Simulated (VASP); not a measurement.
# Tb3Si2F (P6mm) in VASP: single point with PBE

Aim: the single point of Tb3Si2F with PBE.

Program: VASP 6.6.1. These are calculated values, not measurements. Logs are shortened: lines on timing, memory, paths and dates and some standing lists are left out, and cuts for length are marked.

**1. The cell of the first run**

Symmetry: P6mm, No. 183, hexagonal system. Conventional cell: a = 4.100 Å, b = 4.100 Å, c = 5.227 Å, α = 90.00°, β = 90.00°, γ = 120.00°. Tb (site symmetry 2mm) has 2 Si at 1.31 Å within 1.8 Å. Within 1.8 Å of Si (site symmetry 3m) lie 3 Tb at 1.31 Å. Within 3.5 Å of F (site symmetry 6mm) lie 6 Tb at 2.62 Å and 6 Si at 3.23 Å.

**2. Single point, PBE**

The input, INCAR:

```
SYSTEM = Tb3Si2F
ALGO = Normal
EDIFF = 1E-7
ENCUT = 520
GGA = PE
ISIF = 2
ISMEAR = 0
LASPH = .TRUE.
LCHARG = .FALSE.
LREAL = .FALSE.
LWAVE = .FALSE.
NBANDS = 45
NELM = 80
PREC = Accurate
SIGMA = 0.1
```

The input, KPOINTS:

```
k-points
0
G
  6 6 4
  0 0 0
```

The input, POSCAR:

```
Tb3Si2F
1.0
    4.1000609400      0.0000000000      0.0000000000
   -2.0500304700      3.5507569300      0.0000000000
    0.0000000000      0.0000000000      5.2267820000
Tb Si F
3 2 1
Direct
    0.5000000000      0.0000000000      0.3235544000
    0.0000000000      0.5000000000      0.3235544000
    0.5000000000      0.5000000000      0.3235544000
    0.3333333300      0.6666666700      0.4313939800
    0.6666666700      0.3333333300      0.4313939800
    0.0000000000      0.0000000000      0.0106464100
```

Potentials or basis: VASP PAW PBE potentials, release 64 (Tb, Si, F).

On the command line:

```bash
$ cat potpaw_PBE.64/Tb/POTCAR potpaw_PBE.64/Si/POTCAR potpaw_PBE.64/F/POTCAR > POTCAR
$ mpirun -np 1 vasp_std > vasp.out
```

OUTCAR:

```text
SYSTEM = Tb3Si2F
   EDIFF = 1E-7
   ENCUT = 520
   GGA = PE
   ISIF = 2
   ISMEAR = 0
   LASPH = .TRUE.
   LREAL = .FALSE.
   NELM = 80
   PREC = Accurate

 ion  position               nearest neighbor table
   1  0.500  0.000  0.324-   4 1.31   5 1.31   2 2.05   3 2.05   3 2.05   2 2.05   6 2.62   6 2.62
                             4 3.18   5 3.18   5 3.18   4 3.18   3 3.55   2 3.55   3 3.55   2 3.55
   2  0.000  0.500  0.324-   4 1.31   5 1.31   1 2.05   1 2.05   3 2.05   3 2.05   6 2.62   6 2.62
                             5 3.18   4 3.18   5 3.18   4 3.18   3 3.55   3 3.55   1 3.55   1 3.55
   3  0.500  0.500  0.324-   4 1.31   5 1.31   1 2.05   1 2.05   2 2.05   2 2.05   6 2.62   6 2.62
                             5 3.18   4 3.18   5 3.18   4 3.18   2 3.55   2 3.55   1 3.55   1 3.55
   4  0.333  0.667  0.431-   1 1.31   2 1.31   3 1.31   5 2.37   5 2.37   5 2.37   3 3.18   3 3.18
                             2 3.18   1 3.18   1 3.18   2 3.18
   5  0.667  0.333  0.431-   1 1.31   2 1.31   3 1.31   4 2.37   4 2.37   4 2.37   3 3.18   3 3.18
                             2 3.18   1 3.18   1 3.18   2 3.18
   6  0.000  0.000  0.011-   2 2.62   3 2.62   2 2.62   3 2.62   1 2.62   1 2.62

 -----------------------------------------------------------------------------
|                                                                             |
|           W    W    AA    RRRRR   N    N  II  N    N   GGGG   !!!           |
|           W    W   A  A   R    R  NN   N  II  NN   N  G    G  !!!           |
|           W    W  A    A  R    R  N N  N  II  N N  N  G       !!!           |
|           W WW W  AAAAAA  RRRRR   N  N N  II  N  N N  G  GGG   !            |
|           WW  WW  A    A  R   R   N   NN  II  N   NN  G    G                |
|           W    W  A    A  R    R  N    N  II  N    N   GGGG   !!!           |
|                                                                             |
|     The distance between some ions is very small. Please check the          |
|     nearest-neighbor list in the OUTCAR file.                               |
|     I HOPE YOU KNOW WHAT YOU ARE DOING!                                     |
|                                                                             |
 -----------------------------------------------------------------------------

  LATTYP: Found a hexagonal cell.
 ALAT       =     4.1000609400
 C/A-ratio  =     1.2748059301

  Lattice vectors:

 A1 = (   4.1000609400,   0.0000000000,   0.0000000000)
 A2 = (  -2.0500304700,   3.5507569300,   0.0000000000)
 A3 = (   0.0000000000,   0.0000000000,   5.2267820000)

Analysis of symmetry for initial positions (statically):
=====================================================================
 Subroutine PRICEL returns:
 Original cell was already a primitive cell.

 Routine SETGRP: Setting up the symmetry group for a
 hexagonal supercell.

 Subroutine GETGRP returns: Found 12 space group operations
 (whereof 12 operations were pure point group operations)
 out of a pool of 24 trial point group operations.

The static configuration has the point symmetry C_6v.

Analysis of symmetry for dynamics (positions and initial velocities):
=====================================================================
 Subroutine PRICEL returns:
 Original cell was already a primitive cell.

 Routine SETGRP: Setting up the symmetry group for a
 hexagonal supercell.

 Subroutine GETGRP returns: Found 12 space group operations
 (whereof 12 operations were pure point group operations)
 out of a pool of 24 trial point group operations.

The dynamic configuration has the point symmetry C_6v.

 Subroutine INISYM returns: Found 12 space group operations
 (whereof 12 operations are pure point group operations),
 and found     1 'primitive' translations

----------------------------------------------------------------------------------------

                                     Primitive cell

  volume of cell :      76.0932

  direct lattice vectors                    reciprocal lattice vectors
     4.100060940  0.000000000  0.000000000     0.243898814  0.140815046  0.000000000
    -2.050030470  3.550756930  0.000000000     0.000000000  0.281630092  0.000000000
     0.000000000  0.000000000  5.226782000     0.000000000  0.000000000  0.191322309

  length of vectors
     4.100060940  4.100060939  5.226782000     0.281630092  0.281630092  0.191322309

  position of ions in fractional coordinates (direct lattice)
     0.500000000  0.000000000  0.323554400
     0.000000000  0.500000000  0.323554400
     0.500000000  0.500000000  0.323554400
     0.333333330  0.666666670  0.431393980
     0.666666670  0.333333330  0.431393980
     0.000000000  0.000000000  0.010646410

  ion indices of the primitive-cell ions
   primitive index   ion index
                 1           1
                 2           2
                 3           3
                 4           4
                 5           5
                 6           6

----------------------------------------------------------------------------------------

 KPOINTS: k-points

Automatic generation of k-mesh.
 Grid dimensions read from file:
 generate k-points for:    6    6    4

 Generating k-lattice:

  Cartesian coordinates                     Fractional coordinates (reciprocal lattice)
     0.040649802  0.023469174  0.000000000     0.166666667  0.000000000  0.000000000
     0.000000000  0.046938349  0.000000000     0.000000000  0.166666667  0.000000000
     0.000000000  0.000000000  0.047830577     0.000000000  0.000000000  0.250000000

  Length of vectors
     0.046938349  0.046938349  0.047830577

  Shift w.r.t. Gamma in fractional coordinates (k-lattice)
     0.000000000  0.000000000  0.000000000

 Subroutine IBZKPT returns following result:
 ===========================================

 Found     21 irreducible k-points:

 Following reciprocal coordinates:
            Coordinates               Weight
  0.000000  0.000000  0.000000      1.000000
  0.166667 -0.000000  0.000000      6.000000
  0.333333 -0.000000  0.000000      6.000000
  0.500000  0.000000  0.000000      3.000000
  0.166667  0.166667  0.000000      6.000000
  0.333333  0.166667  0.000000     12.000000
[... 13 lines left out ...]
  0.333333  0.166667  0.500000     12.000000
  0.333333  0.333333  0.500000      2.000000
   k-points           NKPTS =     21   k-points in BZ     NKDIM =     21   number of bands    NBANDS=     45
   number of dos      NEDOS =    301   number of ions     NIONS =      6
   total plane-waves  NPLWV =  36000
   dimension x,y,z NGX =    30 NGY =   30 NGZ =   40
   dimension x,y,z NGXF=    60 NGYF=   60 NGZF=   80
   ions per type =               3   2   1
   NGX,Y,Z   is equivalent  to a cutoff of  12.16, 12.16, 12.72 a.u.
   NGXF,Y,Z  is equivalent  to a cutoff of  24.33, 24.33, 25.45 a.u.
 SYSTEM =  Tb3Si2F
   PREC   = accura    normal or accurate (medium, high low for compatibility)
   ISTART =      0    job   : 0-new  1-cont  2-samecut
   ICHARG =      2    charge: 1-file 2-atom 10-const
   ISPIN  =      1    spin polarized calculation?
   LNONCOLLINEAR =      F non collinear calculations
   LSORBIT =      F    spin-orbit coupling
   LASPH  =      T    aspherical Exc in radial PAW
   ENCUT  =  520.0 eV  38.22 Ry    6.18 a.u.   7.62  7.62  9.72*2*pi/ulx,y,z
   NELM   =     80;   NELMIN=  2; NELMDL= -5     # of ELM steps
   EDIFF  = 0.1E-06   stopping-criterion for ELM
   LREAL  =      F    real-space projection
   EDIFFG = 0.1E-05   stopping-criterion for IOM
   NSW    =      0    number of steps for IOM
   IBRION =     -1    ionic relax: 0-MD 1-quasi-New 2-CG
   NFREE  =      0    steps in history (QN), initial steepest desc. (CG)
   ISIF   =      2    stress and relaxation
   ISYM   =      2    0-nonsym 1-usesym 2-fastsym
   POTIM  = 0.5000    time-step for ionic-motion
   TEBEG  =    0.0;   TEEND  =   0.0 temperature during run
   PSTRESS=    0.0 pullay stress
   NELECT =      72.0000    total number of electrons
   NUPDOWN=      -1.0000    fix difference up-down
   EMIN   =  10.00;   EMAX   =-10.00  energy-range for DOS
   EFERMI =   0.00;   METHOD = LEGACY
   ISMEAR =     0;   SIGMA  =   0.10  broadening in eV -4-tet -1-fermi 0-gaus
   EFERMI_NEDOS =   21; number of points for ismear=-14 and -15
   IALGO  =     38    algorithm
   IMIX   =      4    mixing-type and parameters
     AMIX     =   0.40;   BMIX     =  1.00
     AMIX_MAG =   1.60;   BMIX_MAG =  1.00
  volume/ion in A,a.u.               =      12.68        85.58
  Fermi-wavevector in a.u.,A,eV,Ry     =   1.607202  3.037171 35.145183  2.583098
  Thomas-Fermi vector in A             =   2.703268
   LORBIT       =      0    0 simple, 1 ext, 2 COOP (PROOUT), +10 PAW based schemes
   GGA     = PE    functional components
   LHFCALC =     F    Hartree Fock is set to
   AEXX    =    0.0000 exact exchange contribution
   IVDW    =     0    specifies the selected vdW correction
   LEPSILON=     F    determine dielectric tensor
   LRPA    =     F    only Hartree local field effects (RPA)
 non-spin polarized calculation
 Gauss-broadening in eV      SIGMA  =   0.10
  energy-cutoff  :      520.00
  volume of cell :       76.09
 maximum number of plane-waves:      2065
   NGX = 15   NGY = 15   NGZ = 19

 number of electron      72.0000006 magnetization

 Free energy of the ion-electron system (eV)
  ---------------------------------------------------
  ext. energy  EPLUGINS =         0.00000000
  ---------------------------------------------------
  free energy    TOTEN  =       150.60906949 eV

  energy without entropy =      150.64706895  energy(sigma->0) =      150.62806922

 E-fermi :   5.2636     XC(G=0): -11.3368

 val. band max:        5.2624991687   @ k =   0.3333   0.1667   0.0000
 cond. band min:       5.2803212613   @ k =   0.3333   0.1667   0.2500
 fundamental gap:      0.0178220926
 Fermi energy:         5.2635900266

 k-point     1 :       0.0000    0.0000    0.0000
  band No.  band energies     occupation
      1     -44.8177      2.00000
      2     -38.5924      2.00000
      3     -38.5924      2.00000
      4     -28.2170      2.00000
      5     -22.8564      2.00000
      6     -22.8564      2.00000
[... 37 lines left out ...]
     44       6.2795      0.00000
     45       6.7618      0.00000
[... 919 lines left out ...]
      5     -22.9300      2.00000
      6     -20.7076      2.00000
[... 37 lines left out ...]
     44       8.6805      0.00000
     45       9.4268      0.00000

------------------------ aborting loop because EDIFF is reached ----------------------------------------

  FORCE on cell =-STRESS in cart. coord.  units (eV):
  Direction    XX          YY          ZZ          XY          YZ          ZX
  --------------------------------------------------------------------------------------
  -------------------------------------------------------------------------------------
  Total      272.1893481    272.1893479    104.7299306      0.0000000      0.0000000      0.0000000
  in kB     5731.0746567   5731.0746531   2205.1379144      0.0000000      0.0000000      0.0000000
  external PRESSURE =    4555.7624081 kB  Pullay stress =       0.0000000 kB

 VOLUME and BASIS-vectors are now :
 -----------------------------------------------------------------------------
  energy-cutoff  :      520.00
  volume of cell :       76.09
      direct lattice vectors                 reciprocal lattice vectors
     4.100060940  0.000000000  0.000000000     0.243898814  0.140815046  0.000000000
    -2.050030470  3.550756930  0.000000000     0.000000000  0.281630092  0.000000000
     0.000000000  0.000000000  5.226782000     0.000000000  0.000000000  0.191322309

 POSITION                                       TOTAL-FORCE (eV/Angst)
 -----------------------------------------------------------------------------------
      2.05003      0.00000      1.69115         0.000000      0.000000    -63.238968
     -1.02502      1.77538      1.69115         0.000000      0.000000    -63.238968
      1.02502      1.77538      1.69115         0.000000      0.000000    -63.238968
     -0.00000      2.36717      2.25480         0.000000      0.000000     95.132778
      2.05003      1.18359      2.25480        -0.000000     -0.000000     95.132778
      0.00000      0.00000      0.05565        -0.000000      0.000000     -0.548652
 -----------------------------------------------------------------------------------
    total drift:                                0.000001      0.000002     -0.007905

  FREE ENERGIE OF THE ION-ELECTRON SYSTEM (eV)
  ---------------------------------------------------
  free  energy   TOTEN  =       150.6090694943 eV

  energy  without entropy=      150.6470689478  energy(sigma->0) =      150.62806922
```

Run time: 4.4 min. Hardware: 1 thread of Intel Xeon 6975P-C (Granite Rapids), shared host; peak memory 0.22 GiB.

What came out:

| Quantity | Value |
| --- | --- |
| Free energy | 150.6091 eV |
| Pressure | 455.6 GPa |
| Largest force | 95.133 eV/Å |
| Band gap on the k mesh | zero (band 36 reaches 5.62 eV, above the bottom of band 37 at 5.16 eV) |

Forces on the atoms (eV/Å):
```
Tb    0.000   0.000 -63.239
Tb    0.000   0.000 -63.239
Tb    0.000   0.000 -63.239
Si    0.000   0.000  95.133
Si    0.000   0.000  95.133
F     0.000   0.000  -0.549
```

Caveat: spin-orbit coupling is left out, which moves the levels of the heavy elements; the run has no spin polarisation, though such a crystal can be magnetic; without U or exact exchange the open f shell lies at the Fermi level, which spoils levels, moments and volumes; forces of over 1 eV/Å act on the atoms, so gaps and moduli don't describe the material at rest. Spin polarisation is off, so any magnetic state and its effect on volume and gap are missing.
